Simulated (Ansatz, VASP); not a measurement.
## InSb3 in VASP and in Ansatz

File POSCAR:

```
InSb3
1.0
    4.2437250921      2.4501158243      3.8215109556
   -4.2437250921      2.4501158243      3.8215109556
    0.0000000000     -4.9002316485      3.8215109557
In Sb
2 6
Direct
    0.2702519928      0.2702519928      0.2702519928
    0.7297480072      0.7297480072      0.7297480072
    0.7982893836      0.2446976881      0.7982893836
    0.7982893836      0.7982893836      0.2446976881
    0.2446976881      0.7982893836      0.7982893836
    0.2017106164      0.7553023119      0.2017106164
    0.7553023119      0.2017106164      0.2017106164
    0.2017106164      0.2017106164      0.7553023119
```

Contents of INCAR.step1:

```
PREC     = Accurate       # precision mode
ENCUT    = 520            # plane-wave cutoff, eV
ISMEAR   = 0              # smearing method
SIGMA    = 0.1            # smearing width, eV
LREAL    = False          # projectors in reciprocal space
LASPH    = True           # aspherical terms in the spheres
NELM     = 100            # most SCF steps
NBANDS   = 38             # bands
GGA      = PE             # functional
ALGO     = Normal         # electronic algorithm
EDIFF    = 1E-4           # SCF threshold, eV
LWAVE    = True           # write WAVECAR
LCHARG   = False          # write CHGCAR
```

INCAR.step2

```
PREC     = Accurate       # precision mode
ENCUT    = 520            # plane-wave cutoff, eV
EDIFF    = 1E-6           # SCF threshold, eV
ISMEAR   = 0              # smearing method
SIGMA    = 0.1            # smearing width, eV
LREAL    = False          # projectors in reciprocal space
LASPH    = True           # aspherical terms in the spheres
NELM     = 100            # most SCF steps
ALGO     = Normal         # electronic algorithm
ISIF     = 2              # what is computed and relaxed
LWAVE    = False          # write WAVECAR
LCHARG   = False          # write CHGCAR
METAGGA  = R2SCAN         # meta-GGA
LMIXTAU  = True         
NBANDS   = 38             # bands
ISTART   = 1
```

Contents of KPOINTS:

```
Automatic mesh
0
Gamma
  3 3 3
```

Input for Ansatz:

```yaml
crystal:
  lattice:
    - [4.2437250921, 2.4501158243, 3.8215109556]
    - [-4.2437250921, 2.4501158243, 3.8215109556]
    - [0.0, -4.9002316485, 3.8215109557]
  atoms:
    - { symbol: In, position: [0.2702519928, 0.2702519928, 0.2702519928] }
    - { symbol: In, position: [0.7297480072, 0.7297480072, 0.7297480072] }
    - { symbol: Sb, position: [0.7982893836, 0.2446976881, 0.7982893836] }
    - { symbol: Sb, position: [0.7982893836, 0.7982893836, 0.2446976881] }
    - { symbol: Sb, position: [0.2446976881, 0.7982893836, 0.7982893836] }
    - { symbol: Sb, position: [0.2017106164, 0.7553023119, 0.2017106164] }
    - { symbol: Sb, position: [0.7553023119, 0.2017106164, 0.2017106164] }
    - { symbol: Sb, position: [0.2017106164, 0.2017106164, 0.7553023119] }
basis:
  ecutwfc: 500
kpoints:
  mp_grid: { grid: [3, 3, 3] }
hamiltonian:
  xc: r2scan
scf:
  occupations: { method: gaussian, width: 0.1 }
output:
  forces: true
  stress: true
  eigenvalues: true
```

Alike in both runs: task single point; functional r2SCAN; k mesh 3 × 3 × 3; occupations gaussian, width 0.1 eV; no spin polarisation.

|  | VASP | Ansatz |
| --- | --- | --- |
| version | VASP 6.6.1 | Ansatz 0.2.0 |
| potentials or method | VASP PAW PBE potentials, release 64 (In_d, Sb), cutoff 520 eV | scalar-relativistic, plane waves, PAW |
| valence electrons in the cell | 56 | 116 |

Ansatz gave:

```
gap on the k mesh at the Fermi level (eV)                     : none
pressure (GPa)                                                : 12.4
traceless stress, the component that is largest in VASP (GPa) : -3.52
rms of the force components (eV/Å)                            : 2.671
```

What did VASP give for the same quantities?

gap on the k mesh at the Fermi level (eV): none; pressure (GPa): 12.9; traceless stress, the component that is largest in VASP (GPa): -3.69; rms of the force components (eV/Å): 2.777.

VASP's potentials were made for PBE, not for r2SCAN. Atom by atom the forces differ by 0.107 eV/Å (rms over components). A gap of «none» marks a metal or a gap that the smearing closes. With one functional, cell and mesh, what is left measures potentials, basis and numerics. VASP's potentials hold 56 valence electrons a cell and Ansatz's 116, so a difference there can come from the potentials and not from the codes.

Spin-orbit coupling is off throughout.
